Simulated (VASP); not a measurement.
A run of VASP 6.6.1:

File INCAR:

```
PREC = Accurate
ENCUT = 520
EDIFF = 1E-6
ISMEAR = 0
SIGMA = 0.02
LREAL = False
LASPH = True
NELM = 100
ALGO = Normal
ISIF = 2
LWAVE = False
LCHARG = True
GGA = PE
IVDW = 12
LELF = True
LVHAR = True
NBANDS = 18
```

The input KPOINTS:

```
regular mesh
0
Gamma
  6 6 4
```

The input POSCAR:

```
N
1.0
    4.0943204437      0.0000000000      0.0000000000
    0.0000000000      4.0943204437      0.0000000000
    0.0000000000      0.0000000000      5.3249606346
N
4
Direct
    0.9048715055      0.9048715055      0.0000000000
    0.5951284945      0.4048715055      0.5000000000
    0.0951284945      0.0951284945      0.0000000000
    0.4048715055      0.5951284945      0.5000000000
```

Potentials or basis: VASP PAW PBE potentials, release 64 (N).

Command:

```sh
$ cat potpaw_PBE.64/N/POTCAR > POTCAR
$ mpirun -np 1 vasp_std > vasp.out
```

Hardware: 1 thread of Intel(R) Xeon(R) Platinum 8259CL CPU @ 2.50GHz (Skylake/Cascade Lake), on a shared host.

Q: How long does it take, and how much memory?

A: It took 27 s on 1 thread of Intel(R) Xeon(R) Platinum 8259CL CPU @ 2.50GHz (Skylake/Cascade Lake) (shared host), peak memory 0.19 GiB. Counts: scf iterations 12, k points 30.
